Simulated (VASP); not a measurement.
Cu:

```xyz
2
Lattice="1.2185 -3.9764 0.0000 1.2185 3.9764 0.0000 0.0000 0.0000 2.4755" Properties=species:S:1:pos:R:3 pbc="T T T"
Cu    1.2185    2.9118    0.6189
Cu    1.2185   -2.9118    1.8566
```

Program: VASP 6.6.1. Alike in all runs: task single point; no spin polarisation; cell as given; k mesh 13 × 13 × 12; cutoff (eV) 520; smearing methfessel-paxton 0.1 eV.

Q: Order these runs on this cell by their pressure, lowest first.
A. level LDA; potentials or basis VASP PAW LDA potentials, release 64 (Cu)
B. level PBEsol; potentials or basis VASP PAW PBE potentials, release 64 (Cu)
C. level BLYP; potentials or basis VASP PAW PBE potentials, release 64 (Cu)

A: A (-6.8 GPa), B (-0.9 GPa), C (15.0 GPa).

Caveats: the PAW data sets were made with another functional, which shifts forces and pressure a little (at least some runs); the cell stands under pressure (at least some runs); the cell stands under tension (at least some runs).
